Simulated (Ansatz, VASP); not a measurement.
One calculation of KMgPd3, two programs

```xyz
5
Lattice="4.9955 0.0000 0.0000 0.0000 4.9955 0.0000 0.0000 0.0000 4.9955" Properties=species:S:1:pos:R:3 pbc="T T T"
K     2.4978    2.4978    2.4978
Mg    0.0000    0.0000    0.0000
Pd    2.4978    2.4978    0.0000
Pd    2.4978    0.0000    2.4978
Pd    0.0000    2.4978    2.4978
```

Change from the starting cell: species swapped into the Dy3AlN type (Pm-3m, No. 221).

Alike in both runs: functional PBE; k mesh 8 × 8 × 8; occupations gaussian, width 0.1 eV; no spin polarisation.

Ansatz relaxed the structure, and its values are those at the end. VASP's run is a single point on that final structure, the one shown.

```csv
,VASP,Ansatz
version,VASP 6.6.1,Ansatz 0.2.0
potentials or method,"VASP PAW PBE potentials, release 64 (K_sv, Mg, Pd), cutoff 600 eV","scalar-relativistic, plane waves, PAW"
valence electrons in the cell,41,73
```

```tsv
	VASP	Ansatz	Ansatz less VASP
gap on the k mesh at the Fermi level (eV)	none	none	-
pressure (GPa)	0.3	0.0	-0.33
```

A gap of «none» marks a metal or a gap that the smearing closes. The functional is the same, so the differences come from potentials, cutoffs and numerics. VASP's potentials hold 41 valence electrons a cell and Ansatz's 73, so a difference there can come from the potentials and not from the codes.
